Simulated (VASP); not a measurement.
# Ti (P6_3/mmc) in VASP: further runs

Ti is run at these levels: PBEsol, PBE+D3(BJ); tasks: single point.

All numbers are computed with VASP 6.6.1; they aren't measurements. Logs are shortened: lines on timing, memory, paths and dates and some standing lists are left out, and cuts for length are marked.

**1. The cell of the first run**

It takes space group P6_3/mmc (No. 194, hexagonal). Conventional cell: a = 2.900 Å, b = 2.900 Å, c = 4.591 Å, α = 90.00°, β = 90.00°, γ = 120.00°. Within 3.7 Å of Ti (site symmetry -6m2) lie 12 Ti at 2.84 to 2.90 Å.

**2. Single point, PBEsol**

INCAR

```
PREC     = Accurate       # precision mode
ENCUT    = 520            # plane-wave cutoff, eV
EDIFF    = 1E-6           # SCF threshold, eV
ISMEAR   = 0              # smearing method
SIGMA    = 0.1            # smearing width, eV
LREAL    = F              # projectors in reciprocal space
LASPH    = T              # aspherical terms in the spheres
NELM     = 100            # most SCF steps
ALGO     = Fast           # electronic algorithm
ISIF     = 2              # what is computed and relaxed
LWAVE    = F              # write WAVECAR
LCHARG   = F              # write CHGCAR
GGA      = PS             # functional
NBANDS   = 19             # bands
```

KPOINTS

```
regular mesh
0
Gamma
  18 18 10
```

POSCAR

```
Ti
1.0
    2.9004352001      0.0000000000      0.0000000000
   -1.4502176000      2.5118505653      0.0000000000
    0.0000000000      0.0000000000      4.5909904467
Ti
2
Direct
    0.3333333333      0.6666666667      0.2500000000
    0.6666666667      0.3333333333      0.7500000000
```

Potentials or basis: VASP PAW PBE potentials, release 64 (Ti_sv).

On the command line:

```console
$ cat potpaw_PBE.64/Ti_sv/POTCAR > POTCAR
$ mpirun -np 1 vasp_std > vasp.out
```

OUTCAR:

```text
PREC = Accurate
   ENCUT = 520
   EDIFF = 1E-6
   ISMEAR = 0
   LREAL = F
   LASPH = T
   NELM = 100
   ISIF = 2
   GGA = PS

 ion  position               nearest neighbor table
   1  0.333  0.667  0.250-   2 2.84   2 2.84   2 2.84   2 2.84   2 2.84   2 2.84
   2  0.667  0.333  0.750-   1 2.84   1 2.84   1 2.84   1 2.84   1 2.84   1 2.84

  LATTYP: Found a hexagonal cell.
 ALAT       =     2.9004352001
 C/A-ratio  =     1.5828626154

  Lattice vectors:

 A1 = (   2.9004352001,   0.0000000000,   0.0000000000)
 A2 = (  -1.4502176000,   2.5118505653,   0.0000000000)
 A3 = (   0.0000000000,   0.0000000000,   4.5909904467)

Analysis of symmetry for initial positions (statically):
=====================================================================
 Subroutine PRICEL returns:
 Original cell was already a primitive cell.

 Routine SETGRP: Setting up the symmetry group for a
 hexagonal supercell.

 Subroutine GETGRP returns: Found 24 space group operations
 (whereof 12 operations were pure point group operations)
 out of a pool of 24 trial point group operations.

The static configuration has the point symmetry D_3d.
 The point group associated with its full space group is D_6h.

Analysis of symmetry for dynamics (positions and initial velocities):
=====================================================================
 Subroutine PRICEL returns:
 Original cell was already a primitive cell.

 Routine SETGRP: Setting up the symmetry group for a
 hexagonal supercell.

 Subroutine GETGRP returns: Found 24 space group operations
 (whereof 12 operations were pure point group operations)
 out of a pool of 24 trial point group operations.

The dynamic configuration has the point symmetry D_3d.
 The point group associated with its full space group is D_6h.

 Subroutine INISYM returns: Found 24 space group operations
 (whereof 12 operations are pure point group operations),
 and found     1 'primitive' translations

----------------------------------------------------------------------------------------

                                     Primitive cell

  volume of cell :      33.4475

  direct lattice vectors                    reciprocal lattice vectors
     2.900435200  0.000000000  0.000000000     0.344775846  0.199056428  0.000000000
    -1.450217600  2.511850565  0.000000000     0.000000000  0.398112855  0.000000000
     0.000000000  0.000000000  4.590990447     0.000000000  0.000000000  0.217817922

  length of vectors
     2.900435200  2.900435200  4.590990447     0.398112855  0.398112855  0.217817922

  position of ions in fractional coordinates (direct lattice)
     0.333333333  0.666666667  0.250000000
     0.666666667  0.333333333  0.750000000

  ion indices of the primitive-cell ions
   primitive index   ion index
                 1           1
                 2           2

----------------------------------------------------------------------------------------

 KPOINTS: regular mesh

Automatic generation of k-mesh.
 Grid dimensions read from file:
 generate k-points for:   18   18   10

 Generating k-lattice:

  Cartesian coordinates                     Fractional coordinates (reciprocal lattice)
     0.019154214  0.011058690  0.000000000     0.055555556  0.000000000  0.000000000
     0.000000000  0.022117381  0.000000000     0.000000000  0.055555556  0.000000000
     0.000000000  0.000000000  0.021781792     0.000000000  0.000000000  0.100000000

  Length of vectors
     0.022117381  0.022117381  0.021781792

  Shift w.r.t. Gamma in fractional coordinates (k-lattice)
     0.000000000  0.000000000  0.000000000

 Subroutine IBZKPT returns following result:
 ===========================================

 Found    222 irreducible k-points:

 Following reciprocal coordinates:
            Coordinates               Weight
  0.000000  0.000000  0.000000      1.000000
  0.055556  0.000000  0.000000      6.000000
  0.111111  0.000000  0.000000      6.000000
  0.166667  0.000000  0.000000      6.000000
  0.222222 -0.000000  0.000000      6.000000
  0.277778  0.000000  0.000000      6.000000
[... 16 lines left out ...]
  0.333333  0.111111  0.000000     12.000000
  0.388889  0.111111  0.000000     12.000000
 [... further k-points ...]
   k-points           NKPTS =    222   k-points in BZ     NKDIM =    222   number of bands    NBANDS=     19
   number of dos      NEDOS =    301   number of ions     NIONS =      2
   total plane-waves  NPLWV =  20736
   dimension x,y,z NGX =    24 NGY =   24 NGZ =   36
   dimension x,y,z NGXF=    48 NGYF=   48 NGZF=   72
   ions per type =               2
   NGX,Y,Z   is equivalent  to a cutoff of  13.76, 13.76, 13.04 a.u.
   NGXF,Y,Z  is equivalent  to a cutoff of  27.51, 27.51, 26.07 a.u.
 SYSTEM =  unknown system
   PREC   = accura    normal or accurate (medium, high low for compatibility)
   ISTART =      0    job   : 0-new  1-cont  2-samecut
   ICHARG =      2    charge: 1-file 2-atom 10-const
   ISPIN  =      1    spin polarized calculation?
   LNONCOLLINEAR =      F non collinear calculations
   LSORBIT =      F    spin-orbit coupling
   LASPH  =      T    aspherical Exc in radial PAW
   ENCUT  =  520.0 eV  38.22 Ry    6.18 a.u.   5.39  5.39  8.54*2*pi/ulx,y,z
   NELM   =    100;   NELMIN=  2; NELMDL= -5     # of ELM steps
   EDIFF  = 0.1E-05   stopping-criterion for ELM
   LREAL  =      F    real-space projection
   EDIFFG = 0.1E-04   stopping-criterion for IOM
   NSW    =      0    number of steps for IOM
   IBRION =     -1    ionic relax: 0-MD 1-quasi-New 2-CG
   NFREE  =      0    steps in history (QN), initial steepest desc. (CG)
   ISIF   =      2    stress and relaxation
   ISYM   =      2    0-nonsym 1-usesym 2-fastsym
   POTIM  = 0.5000    time-step for ionic-motion
   TEBEG  =    0.0;   TEEND  =   0.0 temperature during run
   PSTRESS=    0.0 pullay stress
   NELECT =      24.0000    total number of electrons
   NUPDOWN=      -1.0000    fix difference up-down
   EMIN   =  10.00;   EMAX   =-10.00  energy-range for DOS
   EFERMI =   0.00;   METHOD = LEGACY
   ISMEAR =     0;   SIGMA  =   0.10  broadening in eV -4-tet -1-fermi 0-gaus
   EFERMI_NEDOS =   21; number of points for ismear=-14 and -15
   IALGO  =     68    algorithm
   IMIX   =      4    mixing-type and parameters
     AMIX     =   0.40;   BMIX     =  1.00
     AMIX_MAG =   1.60;   BMIX_MAG =  1.00
  volume/ion in A,a.u.               =      16.72       112.86
  Fermi-wavevector in a.u.,A,eV,Ry     =   1.465629  2.769638 29.226255  2.148069
  Thomas-Fermi vector in A             =   2.581463
   LORBIT       =      0    0 simple, 1 ext, 2 COOP (PROOUT), +10 PAW based schemes
   GGA     = PS    functional components
   LHFCALC =     F    Hartree Fock is set to
   AEXX    =    0.0000 exact exchange contribution
   IVDW    =     0    specifies the selected vdW correction
   LEPSILON=     F    determine dielectric tensor
   LRPA    =     F    only Hartree local field effects (RPA)
 non-spin polarized calculation
 RMM-DIIS sequential band-by-band and
 Gauss-broadening in eV      SIGMA  =   0.10
  energy-cutoff  :      520.00
  volume of cell :       33.45
 maximum number of plane-waves:       929
 NGX is ok and might be reduce to    24
   NGX = 11   NGY = 11   NGZ = 17

 number of electron      23.9999999 magnetization

 Free energy of the ion-electron system (eV)
  ---------------------------------------------------
  ext. energy  EPLUGINS =         0.00000000
  ---------------------------------------------------
  free energy    TOTEN  =       -16.68403807 eV

  energy without entropy =      -16.67485237  energy(sigma->0) =      -16.67944522

 E-fermi :   8.6209     XC(G=0): -11.8175

 val. band max:        8.6081508328   @ k =   0.0000   0.0000   0.4000
 cond. band min:       8.6267668656   @ k =   0.2778   0.2778   0.4000
 fundamental gap:      0.0186160328
 Fermi energy:         8.6208793539

 k-point     1 :       0.0000    0.0000    0.0000
  band No.  band energies     occupation
      1     -47.9545      2.00000
      2     -47.7915      2.00000
      3     -24.6935      2.00000
      4     -23.9609      2.00000
      5     -23.9609      2.00000
      6     -23.8809      2.00000
[... 11 lines left out ...]
     18      10.2935      0.00000
     19      11.9183      0.00000

 k-point     2 :       0.0556    0.0000    0.0000
  band No.  band energies     occupation
      1     -47.9509      2.00000
      2     -47.7901      2.00000
      3     -24.6857      2.00000
      4     -23.9770      2.00000
      5     -23.9663      2.00000
      6     -23.8841      2.00000
[... 11 lines left out ...]
     18      10.2410      0.00000
     19      11.9472      0.00000

 k-point     3 :       0.1111    0.0000    0.0000
  band No.  band energies     occupation
      1     -47.9404      2.00000
      2     -47.7860      2.00000
      3     -24.6628      2.00000
      4     -24.0234      2.00000
      5     -23.9816      2.00000
      6     -23.9108      2.00000
[... 11 lines left out ...]
     18      10.1615      0.00000
     19      12.0197      0.00000

 k-point     4 :       0.1667    0.0000    0.0000
  band No.  band energies     occupation
      1     -47.9239      2.00000
      2     -47.7801      2.00000
      3     -24.6262      2.00000
      4     -24.0950      2.00000
      5     -24.0044      2.00000
      6     -23.9829      2.00000
[... 11 lines left out ...]
     18      10.4305      0.00000
     19      12.1083      0.00000

 k-point     5 :       0.2222   -0.0000    0.0000
  band No.  band energies     occupation
      1     -47.9030      2.00000
      2     -47.7734      2.00000
      3     -24.5783      2.00000
      4     -24.1835      2.00000
      5     -24.0689      2.00000
      6     -24.0315      2.00000
[... 11 lines left out ...]
     18      10.7786      0.00000
     19      12.1921      0.00000

 k-point     6 :       0.2778    0.0000    0.0000
  band No.  band energies     occupation
      1     -47.8798      2.00000
      2     -47.7672      2.00000
      3     -24.5223      2.00000
      4     -24.2781      2.00000
      5     -24.1580      2.00000
      6     -24.0596      2.00000
[... 11 lines left out ...]
     18      11.1763      0.00000
     19      12.2608      0.00000

 k-point     7 :       0.3333    0.0000    0.0000
  band No.  band energies     occupation
      1     -47.8565      2.00000
      2     -47.7627      2.00000
      3     -24.4628      2.00000
      4     -24.3674      2.00000
      5     -24.2396      2.00000
      6     -24.0854      2.00000
[... 11 lines left out ...]
     18      11.5863      0.00000
     19      12.3113      0.00000

 k-point     8 :       0.3889    0.0000    0.0000
  band No.  band energies     occupation
      1     -47.8357      2.00000
      2     -47.7608      2.00000
      3     -24.4402      2.00000
      4     -24.4055      2.00000
      5     -24.3049      2.00000
      6     -24.1060      2.00000
[... 256 lines left out ...]
 k-point    20 :       0.1667    0.1111    0.0000
  band No.  band energies     occupation
      1     -47.8947      2.00000
      2     -47.7709      2.00000
      3     -24.5585      2.00000
      4     -24.1883      2.00000
      5     -24.1406      2.00000
      6     -24.0130      2.00000
[... 11 lines left out ...]
     18      11.0776      0.00000
     19      12.1629      0.00000

 k-point    21 :       0.2222    0.1111    0.0000
  band No.  band energies     occupation
      1     -47.8724      2.00000
      2     -47.7655      2.00000
      3     -24.5041      2.00000
      4     -24.2742      2.00000
      5     -24.2043      2.00000
      6     -24.0557      2.00000
[... 11 lines left out ...]
     18      11.5380      0.00000
     19      12.2064      0.00000

 k-point    22 :       0.2778    0.1111    0.0000
  band No.  band energies     occupation
      1     -47.8500      2.00000
      2     -47.7618      2.00000
      3     -24.4457      2.00000
      4     -24.3576      2.00000
      5     -24.2600      2.00000
      6     -24.0966      2.00000
[... 11 lines left out ...]
     18      12.0345      0.00000
     19      12.2399      0.00000

 k-point    23 :       0.3333    0.1111    0.0000
  band No.  band energies     occupation
      1     -47.8299      2.00000
      2     -47.7606      2.00000
      3     -24.4257      2.00000
      4     -24.3889      2.00000
      5     -24.3047      2.00000
      6     -24.1296      2.00000
[... 11 lines left out ...]
     18      12.2623      0.00000
     19      12.5476      0.00000

 k-point    24 :       0.3889    0.1111    0.0000
  band No.  band energies     occupation
      1     -47.8150      2.00000
      2     -47.7616      2.00000
      3     -24.4699      2.00000
      4     -24.3431      2.00000
      5     -24.3339      2.00000
      6     -24.1509      2.00000
[... 11 lines left out ...]
     18      12.2747      0.00000
     19      13.0639      0.00000

 [... further k-points ...]

------------------------ aborting loop because EDIFF is reached ----------------------------------------

  FORCE on cell =-STRESS in cart. coord.  units (eV):
  Direction    XX          YY          ZZ          XY          YZ          ZX
  --------------------------------------------------------------------------------------
  -------------------------------------------------------------------------------------
  Total       -0.0751875     -0.0751875     -0.0795680     -0.0000000     -0.0000000      0.0000000
  in kB       -3.6015765     -3.6015765     -3.8114081     -0.0000000     -0.0000000      0.0000000
  external PRESSURE =      -3.6715204 kB  Pullay stress =       0.0000000 kB

 VOLUME and BASIS-vectors are now :
 -----------------------------------------------------------------------------
  energy-cutoff  :      520.00
  volume of cell :       33.45
      direct lattice vectors                 reciprocal lattice vectors
     2.900435200  0.000000000  0.000000000     0.344775846  0.199056428  0.000000000
    -1.450217600  2.511850565  0.000000000     0.000000000  0.398112855  0.000000000
     0.000000000  0.000000000  4.590990447     0.000000000  0.000000000  0.217817922

 POSITION                                       TOTAL-FORCE (eV/Angst)
 -----------------------------------------------------------------------------------
     -0.00000      1.67457      1.14775        -0.000000      0.000000      0.000000
      1.45022      0.83728      3.44324         0.000000      0.000000      0.000000
 -----------------------------------------------------------------------------------
    total drift:                               -0.000000      0.000000     -0.000000

  FREE ENERGIE OF THE ION-ELECTRON SYSTEM (eV)
  ---------------------------------------------------
  free  energy   TOTEN  =       -16.6840380697 eV

  energy  without entropy=      -16.6748523666  energy(sigma->0) =      -16.67944522
```

It took 3.8 min on 1 thread of AMD EPYC 9R45 (Zen 5), shared host; peak memory 0.2 GiB.

Results:

```yaml
Free_energy: -16.6840 eV
Pressure: -0.4 GPa
Band_gap_on_the_k_mesh: zero (band 12 reaches 9.40 eV, above the bottom of band 13 at 8.29 eV)
```

Levels at points of the mesh, in eV from the Fermi level:
| k point | band 10 | band 11 | band 12 | band 13 | band 14 | band 15 |
| --- | --- | --- | --- | --- | --- | --- |
| (0.00, 0.00, 0.00) | -2.80 | 0.78 | 0.78 | 0.89 | 0.91 | 1.31 |
| (0.50, 0.00, 0.00) | -2.28 | -1.96 | -0.59 | 0.46 | 0.65 | 1.23 |
| (0.00, 0.00, 0.50) | -4.39 | 0.08 | 0.08 | 0.68 | 0.68 | 0.68 |
| (0.50, 0.00, 0.50) | -2.66 | -0.87 | -0.87 | 1.43 | 1.43 | 1.79 |

Caveat: the PAW data sets were made with another functional, which shifts forces and pressure a little.

[end of part 1 of 2]
